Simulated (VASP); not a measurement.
Here is a VASP 6.6.1 calculation.

INCAR

```
PREC     = Accurate       # precision mode
ENCUT    = 520            # plane-wave cutoff, eV
EDIFF    = 1E-7           # SCF threshold, eV
ISMEAR   = 0              # smearing method
SIGMA    = 0.1            # smearing width, eV
LREAL    = F              # projectors in reciprocal space
LASPH    = T              # aspherical terms in the spheres
NELM     = 60             # most SCF steps
ALGO     = Normal         # electronic algorithm
ISIF     = 2              # what is computed and relaxed
LWAVE    = F              # write WAVECAR
LCHARG   = T              # write CHGCAR
GGA      = PE             # functional
LELF     = T              # ELF
LVHAR    = T            
NBANDS   = 14             # bands
```

The input KPOINTS:

```
Automatic mesh
0
Gamma
  12 18 18
```

The input POSCAR:

```
NaCl
1.0
    3.7467888960      0.0000000000      0.0000000000
    0.0000000000      3.6450436362      1.9924115156
    0.0000000000     -3.6450436362      1.9924115156
Na Cl
1 1
Direct
    0.5000000000      0.4998899079      0.4998899079
    0.0000000000      0.0001100921      0.0001100921
```

Potentials or basis: VASP PAW PBE potentials, release 64 (Na_pv, Cl).

Run with:

```bash
$ cat potpaw_PBE.64/Na_pv/POTCAR potpaw_PBE.64/Cl/POTCAR > POTCAR
$ mpirun -np 1 vasp_std > vasp.out
```

Predict the band gap on the k mesh.

4.15 eV (least direct gap 4.33 eV).

What does it give for the pressure?

0.0 GPa.

A k mesh can miss the band edges.
